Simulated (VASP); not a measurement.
# PdAuC4N4 (P-43m) in VASP: further runs, part 2 of 2

VASP 6.6.1. The steps go on from the part before.

## (3) Single point, PBE, collinear spin

This run uses another cell than the first one, of 23.20 Å³/atom.

The input, INCAR:

```
SYSTEM = PdAuC4N4
  PREC = Accurate
  ENCUT = 520
  EDIFF = 1E-6
  ISMEAR = 0
  SIGMA = 0.1
  LREAL = .False.
  LASPH = .True.
  NELM = 150
  ALGO = Normal
  ISIF = 2
  LWAVE = .False.
  LCHARG = .False.
  ISPIN = 2
  MAGMOM = 1 0 0 0 0 1 0 0 0 0
  LORBIT = 11
  LMAXMIX = 4
  GGA = PE
  NBANDS = 44
```

The input, KPOINTS:

```
regular mesh
0
Gamma
  4 4 4
  0 0 0
```

The input, POSCAR:

```
PdAuC4N4
1.0
    6.1444387764      0.0000000000      0.0000000000
    0.0000000000      6.1444387764      0.0000000000
    0.0000000000      0.0000000000      6.1444387764
Pd C Au N
1 4 1 4
Direct
    0.5000000000      0.5000000000      0.5000000000
    0.1958537840      0.1958537840      0.1958537840
    0.1958537840      0.8041462160      0.8041462160
    0.8041462160      0.1958537840      0.8041462160
    0.8041462160      0.8041462160      0.1958537840
    0.0000000000      0.0000000000      0.0000000000
    0.3062159438      0.3062159438      0.3062159438
    0.3062159438      0.6937840562      0.6937840562
    0.6937840562      0.3062159438      0.6937840562
    0.6937840562      0.6937840562      0.3062159438
```

Potentials or basis: VASP PAW PBE potentials, release 64 (Pd, C, Au, N).

On the command line:

```sh
$ cat potpaw_PBE.64/Pd/POTCAR potpaw_PBE.64/C/POTCAR potpaw_PBE.64/Au/POTCAR potpaw_PBE.64/N/POTCAR > POTCAR
$ mpirun -np 1 vasp_std > vasp.out
```

OUTCAR:

```text
SYSTEM = PdAuC4N4
   PREC = Accurate
   ENCUT = 520
   EDIFF = 1E-6
   ISMEAR = 0
   LREAL = .False.
   LASPH = .True.
   NELM = 150
   ISIF = 2
   ISPIN = 2
   LORBIT = 11
   GGA = PE

 ion  position               nearest neighbor table
   1  0.500  0.500  0.500-   7 2.06   8 2.06   9 2.06  10 2.06
   2  0.196  0.196  0.196-   7 1.17   6 2.08
   3  0.196  0.804  0.804-   8 1.17   6 2.08
   4  0.804  0.196  0.804-   9 1.17   6 2.08
   5  0.804  0.804  0.196-  10 1.17   6 2.08
   6  0.000  0.000  0.000-   2 2.08   3 2.08   4 2.08   5 2.08
   7  0.306  0.306  0.306-   2 1.17   1 2.06
   8  0.306  0.694  0.694-   3 1.17   1 2.06
   9  0.694  0.306  0.694-   4 1.17   1 2.06
  10  0.694  0.694  0.306-   5 1.17   1 2.06

  LATTYP: Found a simple cubic cell.
 ALAT       =     6.1444387764

  Lattice vectors:

 A1 = (   6.1444387764,   0.0000000000,   0.0000000000)
 A2 = (   0.0000000000,   6.1444387764,   0.0000000000)
 A3 = (   0.0000000000,   0.0000000000,   6.1444387764)

Analysis of symmetry for initial positions (statically):
=====================================================================
 Subroutine PRICEL returns:
 Original cell was already a primitive cell.

 Routine SETGRP: Setting up the symmetry group for a
 simple cubic supercell.

 Subroutine GETGRP returns: Found 24 space group operations
 (whereof 24 operations were pure point group operations)
 out of a pool of 48 trial point group operations.

The static configuration has the point symmetry T_d .

Analysis of symmetry for dynamics (positions and initial velocities):
=====================================================================
 Subroutine PRICEL returns:
 Original cell was already a primitive cell.

 Routine SETGRP: Setting up the symmetry group for a
 simple cubic supercell.

 Subroutine GETGRP returns: Found 24 space group operations
 (whereof 24 operations were pure point group operations)
 out of a pool of 48 trial point group operations.

The dynamic configuration has the point symmetry T_d .

Analysis of structural, dynamic, and magnetic symmetry:
=====================================================================
 Subroutine PRICEL returns:
 Original cell was already a primitive cell.

 Routine SETGRP: Setting up the symmetry group for a
 simple cubic supercell.

 Subroutine GETGRP returns: Found 24 space group operations
 (whereof 24 operations were pure point group operations)
 out of a pool of 48 trial point group operations.

The overall configuration has the point symmetry T_d .

 Subroutine INISYM returns: Found 24 space group operations
 (whereof 24 operations are pure point group operations),
 and found     1 'primitive' translations

----------------------------------------------------------------------------------------

                                     Primitive cell

  volume of cell :     231.9779

  direct lattice vectors                    reciprocal lattice vectors
     6.144438776  0.000000000  0.000000000     0.162748794  0.000000000  0.000000000
     0.000000000  6.144438776  0.000000000     0.000000000  0.162748794  0.000000000
     0.000000000  0.000000000  6.144438776     0.000000000  0.000000000  0.162748794

  length of vectors
     6.144438776  6.144438776  6.144438776     0.162748794  0.162748794  0.162748794

  position of ions in fractional coordinates (direct lattice)
     0.500000000  0.500000000  0.500000000
[... 100 lines left out ...]
  volume/ion in A,a.u.               =      23.20       156.55
  Fermi-wavevector in a.u.,A,eV,Ry     =   1.025379  1.937684 14.305181  1.051401
  Thomas-Fermi vector in A             =   2.159216
   LORBIT       =     11    0 simple, 1 ext, 2 COOP (PROOUT), +10 PAW based schemes
   GGA     = PE    functional components
   LHFCALC =     F    Hartree Fock is set to
   AEXX    =    0.0000 exact exchange contribution
   IVDW    =     0    specifies the selected vdW correction
   LEPSILON=     F    determine dielectric tensor
   LRPA    =     F    only Hartree local field effects (RPA)
 spin polarized calculation
 Gauss-broadening in eV      SIGMA  =   0.10
  energy-cutoff  :      520.00
  volume of cell :      231.98
 maximum number of plane-waves:      6302
 NGX is ok and might be reduce to    48
   NGX = 23   NGY = 23   NGZ = 23

 number of electron      56.9999988 magnetization       2.6073776

 Free energy of the ion-electron system (eV)
  ---------------------------------------------------
  ext. energy  EPLUGINS =         0.00000000
  ---------------------------------------------------
  free energy    TOTEN  =       -69.82927417 eV

  energy without entropy =      -69.79641069  energy(sigma->0) =      -69.81284243

 E-fermi :  -1.6850     XC(G=0):  -6.9754

 val. band max:       -1.7074446388   @ k =   0.5000   0.2500   0.0000
 cond. band min:      -1.6761847037   @ k =   0.5000   0.5000   0.5000
 fundamental gap:      0.0312599351
 Fermi energy:        -1.6849883485

 spin component 1

 k-point     1 :       0.0000    0.0000    0.0000
  band No.  band energies     occupation
      1     -18.7770      1.00000
      2     -18.6976      1.00000
      3     -18.6976      1.00000
      4     -18.6976      1.00000
      5      -9.4082      1.00000
      6      -8.9212      1.00000
[... 419 lines left out ...]
     39       5.0696      0.00000
     40       6.1351      0.00000
 Fermi energy:        -1.6849883485

 spin component 2

 k-point     1 :       0.0000    0.0000    0.0000
  band No.  band energies     occupation
      1     -18.5896      1.00000
      2     -18.5086      1.00000
      3     -18.5086      1.00000
      4     -18.5086      1.00000
      5      -9.1768      1.00000
      6      -8.5848      1.00000
[... 419 lines left out ...]
     39       5.3854      0.00000
     40       6.2534      0.00000
 [bands above 40 left out]

------------------------ aborting loop because EDIFF is reached ----------------------------------------

  FORCE on cell =-STRESS in cart. coord.  units (eV):
  Direction    XX          YY          ZZ          XY          YZ          ZX
  --------------------------------------------------------------------------------------
  -------------------------------------------------------------------------------------
  Total        0.3394671      0.3394671      0.3394671      0.0000000     -0.0000000     -0.0000000
  in kB        2.3445616      2.3445616      2.3445616      0.0000000     -0.0000000     -0.0000000
  external PRESSURE =       2.3445616 kB  Pullay stress =       0.0000000 kB

 VOLUME and BASIS-vectors are now :
 -----------------------------------------------------------------------------
  energy-cutoff  :      520.00
  volume of cell :      231.98
      direct lattice vectors                 reciprocal lattice vectors
     6.144438776  0.000000000  0.000000000     0.162748794  0.000000000  0.000000000
     0.000000000  6.144438776  0.000000000     0.000000000  0.162748794  0.000000000
     0.000000000  0.000000000  6.144438776     0.000000000  0.000000000  0.162748794

 POSITION                                       TOTAL-FORCE (eV/Angst)
 -----------------------------------------------------------------------------------
      3.07222      3.07222      3.07222        -0.000000      0.000000     -0.000000
      1.20341      1.20341      1.20341        -0.207184     -0.207184     -0.207184
      1.20341      4.94103      4.94103        -0.207184      0.207184      0.207184
      4.94103      1.20341      4.94103         0.207184     -0.207184      0.207184
      4.94103      4.94103      1.20341         0.207184      0.207184     -0.207184
      0.00000      0.00000      0.00000         0.000000      0.000000     -0.000000
      1.88153      1.88153      1.88153         0.207131      0.207131      0.207131
      1.88153      4.26291      4.26291         0.207131     -0.207131     -0.207131
      4.26291      1.88153      4.26291        -0.207131      0.207131     -0.207131
      4.26291      4.26291      1.88153        -0.207131     -0.207131      0.207131
 -----------------------------------------------------------------------------------
    total drift:                                0.000000      0.000000     -0.000000

  FREE ENERGIE OF THE ION-ELECTRON SYSTEM (eV)
  ---------------------------------------------------
  free  energy   TOTEN  =       -69.8292741735 eV

  energy  without entropy=      -69.7964106910  energy(sigma->0) =      -69.81284243

 total charge

# of ion       s       p       d       tot
------------------------------------------
    1        0.410   0.581   8.210   9.201
    2        0.957   1.582   0.000   2.538
    3        0.957   1.582   0.000   2.538
    4        0.957   1.582   0.000   2.538
    5        0.957   1.582   0.000   2.538
    6        0.580   0.655   8.547   9.782
    7        1.302   2.562   0.000   3.864
    8        1.302   2.562   0.000   3.864
    9        1.302   2.562   0.000   3.864
   10        1.302   2.562   0.000   3.864
--------------------------------------------------
tot         10.027  17.810  16.757  44.594

 magnetization (x)

# of ion       s       p       d       tot
------------------------------------------
    1        0.002   0.089   1.189   1.280
    2        0.006   0.060   0.000   0.066
    3        0.006   0.060   0.000   0.066
    4        0.006   0.060   0.000   0.066
    5        0.006   0.060   0.000   0.066
    6        0.002   0.061   0.204   0.267
    7        0.014   0.098   0.000   0.112
    8        0.014   0.098   0.000   0.112
    9        0.014   0.098   0.000   0.112
   10        0.014   0.098   0.000   0.112
--------------------------------------------------
tot          0.087   0.782   1.393   2.262
```

Run time: 3.2 min. Hardware: 1 thread of AMD EPYC 7R13 (Zen 3), shared host; peak memory 0.47 GiB.

What came out:

- Free energy: -69.8293 eV
- Pressure: 0.2 GPa
- Largest force: 0.359 eV/Å
- Net moment: 2.61 μB per cell
- Site moments: Pd +1.28; C +0.07; Au +0.27; N +0.11 μB
- Valence electrons inside the program's atomic spheres: Pd 9.20; C 2.54; Au 9.78; N 3.86

Forces on the atoms (eV/Å):
```
Pd   0.000  0.000  0.000
C   -0.207 -0.207 -0.207
C   -0.207  0.207  0.207
C    0.207 -0.207  0.207
C    0.207  0.207 -0.207
Au   0.000  0.000  0.000
N    0.207  0.207  0.207
N    0.207 -0.207 -0.207
N   -0.207  0.207 -0.207
N   -0.207 -0.207  0.207
```

Caveat: spin-orbit coupling is left out, which moves the levels of the heavy elements.
